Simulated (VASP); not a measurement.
A run of VASP 6.6.1:

Contents of INCAR:

```
SYSTEM = LuSi2Ge3
PREC = Accurate
ENCUT = 520
EDIFF = 1E-6
ISMEAR = 0
SIGMA = 0.1
LREAL = .FALSE.
LASPH = .TRUE.
NELM = 60
ALGO = Normal
ISIF = 2
LWAVE = .FALSE.
LCHARG = .FALSE.
GGA = PE
NBANDS = 46
```

Contents of KPOINTS:

```
regular mesh
0
G
  12 12 6
  0 0 0
```

File POSCAR:

```
LuSi2Ge3
1.0
    5.6124388956      0.0000000000      0.0000000000
   -2.8062194478      4.8605146608      0.0000000000
    0.0000000000      0.0000000000      7.5098170340
Lu Si Ge
1 2 3
Direct
    0.0000000000      0.0000000000      0.0000000000
    0.0000000000      0.0000000000      0.6456553633
    0.0000000000      0.0000000000      0.3543446367
    0.5000000000      0.0000000000      0.0000000000
    0.0000000000      0.5000000000      0.0000000000
    0.5000000000      0.5000000000      0.0000000000
```

Potentials or basis: VASP PAW PBE potentials, release 64 (Lu, Si, Ge_d).

Launch:

```console
$ cat potpaw_PBE.64/Lu/POTCAR potpaw_PBE.64/Si/POTCAR potpaw_PBE.64/Ge_d/POTCAR > POTCAR
$ mpirun -np 1 vasp_std > vasp.out
```

Hardware: 1 thread of Intel Xeon 8259CL, on a shared host.

Estimate the wall time of this run.

Run time: 29 min on 1 thread of Intel Xeon 8259CL (shared host), peak memory 0.78 GiB. Counts: scf iterations 16, k points 76.
